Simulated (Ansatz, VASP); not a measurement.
# One calculation of Al, two programs

```xyz
4
Lattice="2.2321 -4.0377 0.0000 2.2321 4.0377 0.0000 0.0000 0.0000 4.5376" Properties=species:S:1:pos:R:3 pbc="T T T"
Al    2.2321    2.7779    0.3061
Al    2.2321   -1.2597    1.9627
Al    2.2321   -2.7779    4.2315
Al    2.2321    1.2597    2.5749
```

Alike in both runs: functional PBE; k mesh 6 × 6 × 4; occupations gaussian, width 0.1 eV; no spin polarisation.

Ansatz relaxed the structure, and its values are those at the end. VASP's run is a single point on that final structure, the one shown.

```csv
,VASP,Ansatz
version,VASP 6.6.1,Ansatz 0.2.0
potentials or method,"VASP PAW PBE potentials, release 64 (Al), cutoff 500 eV","scalar-relativistic, plane waves, PAW"
valence electrons in the cell,12,12
```

```csv
,VASP,Ansatz,Ansatz less VASP
gap on the k mesh at the Fermi level (eV),none,none,-
pressure (GPa),0.2,0.2,+0.03
rms of the force components (eV/Å),0.007,0.006,-0.0011
```

A gap of «none» marks a metal or a gap that the smearing closes.
